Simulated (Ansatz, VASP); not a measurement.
Given: the input of a run of VASP 6.6.1 on In3SbTe2.

File INCAR:

```
  ALGO = Normal
  EDIFF = 1E-6
  ENCUT = 520
  GGA = PE
  ISIF = 2
  ISMEAR = -1
  LASPH = True
  LCHARG = True
  LELF = True
  LREAL = False
  LVHAR = True
  LWAVE = False
  NBANDS = 37
  NELM = 60
  PREC = Accurate
  SIGMA = 0.05
```

Contents of KPOINTS:

```
k-points
0
Gamma
  7 7 7
```

Contents of POSCAR:

```
In3SbTe2
1.0
   -2.2368750000      3.1260210000      6.5127920000
    2.2368750000     -3.1260210000      6.5127920000
    2.2368750000      3.1260210000     -6.5127920000
Te Sb In
2 1 3
Direct
    0.8287300000      0.3287300000      0.5000000000
    0.1712700000      0.6712700000      0.5000000000
    0.5000000000      0.0000000000      0.5000000000
    0.3390380000      0.3390380000      0.0000000000
    0.6609620000      0.6609620000      0.0000000000
    0.0000000000      0.0000000000      0.0000000000
```

Potentials or basis: VASP PAW PBE potentials, release 64 (Te, Sb, In_d).

Launch:

```bash
$ cat potpaw_PBE.64/Te/POTCAR potpaw_PBE.64/Sb/POTCAR potpaw_PBE.64/In_d/POTCAR > POTCAR
$ mpirun -np 1 vasp_std > vasp.out
```

Question: Translate it to Ansatz 0.2.0. Potentials there: Ansatz PAW.

Answer: As run (the cutoff follows the program's own potentials):

The input input.yaml:

```yaml
crystal:
  lattice:
    - [-2.236875, 3.126021, 6.512792]
    - [2.236875, -3.126021, 6.512792]
    - [2.236875, 3.126021, -6.512792]
  atoms:
    - { symbol: Te, position: [0.82873, 0.32873, 0.5] }
    - { symbol: Te, position: [0.17127, 0.67127, 0.5] }
    - { symbol: Sb, position: [0.5, 0.0, 0.5] }
    - { symbol: In, position: [0.339038, 0.339038, 0.0] }
    - { symbol: In, position: [0.660962, 0.660962, 0.0] }
    - { symbol: In, position: [0.0, 0.0, 0.0] }
hamiltonian:
  xc: pbe
  pseudopotentials: { kind: paw }
kpoints:
  mp_grid: { grid: [7, 7, 7] }
scf:
  occupations: { method: fermi_dirac, width: 0.05 }
output:
  forces: true
  stress: true
  eigenvalues: true
```

Potentials or basis: Ansatz PAW.

Run with:

```sh
$ ansatz run input.yaml --threads 2 --pin off --max-ram 5120MiB --backend cpu --events-out ev --progress --plain --runs-dir out
```

Both were run:

|  | VASP | Ansatz | Ansatz less VASP |
| --- | --- | --- | --- |
| gap on the k mesh at the Fermi level (eV) | none | none | - |
| pressure (GPa) | -0.3 | -0.2 | +0.02 |
| traceless stress, the component that is largest in VASP (GPa) | 0.73 | 0.73 | +0.001 |
| rms of the force components (eV/Å) | 0.035 | 0.034 | -0.0003 |

Atom by atom the forces differ by 0.000 eV/Å (rms over components). A gap of «none» marks a metal or a gap that the smearing closes. With one functional, cell and mesh, what is left measures potentials, basis and numerics. VASP's potentials hold 56 valence electrons a cell and Ansatz's 86, so a difference there can come from the potentials and not from the codes.

Spin-orbit coupling is off throughout.
